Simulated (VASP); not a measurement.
# Ba (P6_3/mmc) in VASP: further runs, part 2 of 2

VASP 6.6.1.

## (5) Single point, PBEsol (46.45 Å³/atom)

This run uses another cell than the first one, of 46.45 Å³/atom.

INCAR

```
ALGO = Normal ; EDIFF = 1E-6
ENCUT = 520 ; GGA = PS
ISIF = 2 ; ISMEAR = -1
LASPH = T ; LCHARG = T
LELF = T ; LREAL = F
LVHAR = T ; LWAVE = F
NBANDS = 17 ; NELM = 60
PREC = Accurate ; SIGMA = 0.08
```

KPOINTS

```
k-points
0
Gamma
  10 10 6
```

POSCAR

```
Ba
1.0
    4.0672752982      0.0000000000      0.0000000000
   -2.0336376491      3.5223637324      0.0000000000
    0.0000000000      0.0000000000      6.4851614729
Ba
2
Direct
    0.3333333333      0.6666666667      0.2500000000
    0.6666666667      0.3333333333      0.7500000000
```

Potentials or basis: VASP PAW PBE potentials, release 64 (Ba_sv).

Command:

```bash
cat potpaw_PBE.64/Ba_sv/POTCAR > POTCAR
mpirun -np 1 vasp_std > vasp.out
```

OUTCAR:

```text
EDIFF = 1E-6
   ENCUT = 520
   GGA = PS
   ISIF = 2
   ISMEAR = -1
   LASPH = T
   LREAL = F
   NELM = 60
   PREC = Accurate

 ion  position               nearest neighbor table
   1  0.333  0.667  0.250-   2 4.00   2 4.00   2 4.00   2 4.00   2 4.00   2 4.00
   2  0.667  0.333  0.750-   1 4.00   1 4.00   1 4.00   1 4.00   1 4.00   1 4.00

  LATTYP: Found a hexagonal cell.
 ALAT       =     4.0672752982
 C/A-ratio  =     1.5944732032

  Lattice vectors:

 A1 = (   4.0672752982,   0.0000000000,   0.0000000000)
 A2 = (  -2.0336376491,   3.5223637324,   0.0000000000)
 A3 = (   0.0000000000,   0.0000000000,   6.4851614729)

Analysis of symmetry for initial positions (statically):
=====================================================================
 Subroutine PRICEL returns:
 Original cell was already a primitive cell.

 Routine SETGRP: Setting up the symmetry group for a
 hexagonal supercell.

 Subroutine GETGRP returns: Found 24 space group operations
 (whereof 12 operations were pure point group operations)
 out of a pool of 24 trial point group operations.

[... 160 lines left out ...]

  energy without entropy =       -4.07399876  energy(sigma->0) =       -4.10222048

 E-fermi :   2.7003     XC(G=0):  -8.5679

 val. band max:        2.6974210007   @ k =   0.3000   0.2000   0.0000
 cond. band min:       2.7625104459   @ k =   0.2000   0.2000   0.0000
 fundamental gap:      0.0650894452
 Fermi energy:         2.7003013949

 k-point     1 :       0.0000    0.0000    0.0000
  band No.  band energies     occupation
      1     -25.7625      2.00000
      2     -25.6021      2.00000
      3     -11.5910      2.00000
      4     -10.5666      2.00000
      5     -10.5666      2.00000
      6     -10.3999      2.00000
[... 457 lines left out ...]
      4     -11.2554      2.00000
      5     -10.9920      2.00000
      6     -10.8337      2.00000
[... 9 lines left out ...]
     16       7.5930      0.00000
     17       8.0104      0.00000

 [... further k-points ...]

------------------------ aborting loop because EDIFF is reached ----------------------------------------

  FORCE on cell =-STRESS in cart. coord.  units (eV):
  Direction    XX          YY          ZZ          XY          YZ          ZX
  --------------------------------------------------------------------------------------
  -------------------------------------------------------------------------------------
  Total        1.5206165      1.5206165      1.5270623      0.0000000     -0.0000000      0.0000000
  in kB       26.2223559     26.2223559     26.3335109      0.0000000     -0.0000000      0.0000000
  external PRESSURE =      26.2594076 kB  Pullay stress =       0.0000000 kB

 VOLUME and BASIS-vectors are now :
 -----------------------------------------------------------------------------
  energy-cutoff  :      520.00
  volume of cell :       92.91
      direct lattice vectors                 reciprocal lattice vectors
     4.067275298  0.000000000  0.000000000     0.245864842  0.141950133  0.000000000
    -2.033637649  3.522363732  0.000000000     0.000000000  0.283900266  0.000000000
     0.000000000  0.000000000  6.485161473     0.000000000  0.000000000  0.154198165

 POSITION                                       TOTAL-FORCE (eV/Angst)
 -----------------------------------------------------------------------------------
     -0.00000      2.34824      1.62129         0.000000      0.000000      0.000000
      2.03364      1.17412      4.86387        -0.000000      0.000000      0.000000
 -----------------------------------------------------------------------------------
    total drift:                               -0.000000      0.000000     -0.000000

  FREE ENERGIE OF THE ION-ELECTRON SYSTEM (eV)
  ---------------------------------------------------
  free  energy   TOTEN  =        -4.1304422079 eV

  energy  without entropy=       -4.0739987580  energy(sigma->0) =       -4.10222048
```

OSZICAR:

```text
N       E                     dE             d eps       ncg     rms          rms(c)
DAV:   1     0.136094503720E+03    0.13609E+03   -0.87065E+03  1904   0.998E+02
DAV:   2     0.436385587620E+01   -0.13173E+03   -0.12832E+03  2726   0.202E+02
DAV:   3    -0.388103076767E+01   -0.82449E+01   -0.81811E+01  2576   0.521E+01
DAV:   4    -0.416809327131E+01   -0.28706E+00   -0.28700E+00  2784   0.693E+00
DAV:   5    -0.416965214974E+01   -0.15589E-02   -0.15587E-02  2650   0.569E-01    0.381E+00
DAV:   6    -0.414299774347E+01    0.26654E-01   -0.23700E-02  2548   0.108E+00    0.218E+00
DAV:   7    -0.413037334702E+01    0.12624E-01   -0.36539E-02  2840   0.128E+00    0.106E-01
DAV:   8    -0.413045041436E+01   -0.77067E-04   -0.17091E-03  2532   0.219E-01    0.419E-02
DAV:   9    -0.413044896127E+01    0.14531E-05   -0.21806E-05  2514   0.303E-02    0.101E-02
DAV:  10    -0.413044192893E+01    0.70323E-05   -0.52191E-06  2495   0.138E-02    0.272E-03
DAV:  11    -0.413044220792E+01   -0.27899E-06   -0.12275E-07  1449   0.310E-03
   1 F= -.41304422E+01 E0= -.41022205E+01  d E =-.564434E-01
```

stdout:

```text
POSCAR found type information on POSCAR Ba
 POSCAR found :  1 types and       2 ions
 scaLAPACK will be used
 -----------------------------------------------------------------------------
|                                                                             |
|                                                                             |
|     You enforced a specific xc type in the INCAR file but a different       |
|     I HOPE YOU KNOW WHAT YOU ARE DOING!                                     |
|                                                                             |
 -----------------------------------------------------------------------------

 LDA part: xc-table for (Slater+PW92), standard interpolation
 POSCAR, INCAR and KPOINTS ok, starting setup
 FFT: planning ... GRIDC
 FFT: planning ... GRID_SOFT
 FFT: planning ... GRID
 WAVECAR not read
 entering main loop
```

Run time: 28 s. Hardware: 1 thread of Intel Xeon 6975P-C (Granite Rapids), shared host; peak memory 0.23 GiB.

What came out:

| Property | Result |
| --- | --- |
| Free energy | -4.1304 eV |
| Pressure | 2.6 GPa |
| Band gap on the k mesh | zero (bands 10 and 11 overlap by 0.66 eV) |

Caveat: the PAW data sets were made with another functional, which shifts forces and pressure a little; spin-orbit coupling is left out, which moves the levels of the heavy elements.

## (6) The runs side by side

| cell | gap on the mesh (eV) | pressure (GPa) |
| --- | --- | --- |
| a = 3.785, b = 3.785, c = 5.617 Å, angles 90.0, 90.0, 120.0°, 2 atoms | none | 8.4 |
| a = 3.932, b = 3.932, c = 6.072 Å, angles 90.0, 90.0, 120.0°, 2 atoms | none | 4.7 |
| a = 4.067, b = 4.067, c = 6.485 Å, angles 90.0, 90.0, 120.0°, 2 atoms | none | 2.6 |

Alike in all rows: task single point; level PBEsol; potentials or basis VASP PAW PBE potentials, release 64 (Ba_sv); no spin polarisation; k mesh 10 × 10 × 6; cutoff (eV) 520; smearing fermi-dirac 0.08 eV.

Caveats: the PAW data sets were made with another functional, which shifts forces and pressure a little; spin-orbit coupling is left out, which moves the levels of the heavy elements; the cell stands under pressure (at least some runs).

Absolute energies hang on the potentials; compare differences alone.

The gap in the log of VASP goes by the Fermi energy; the results here count the filled bands.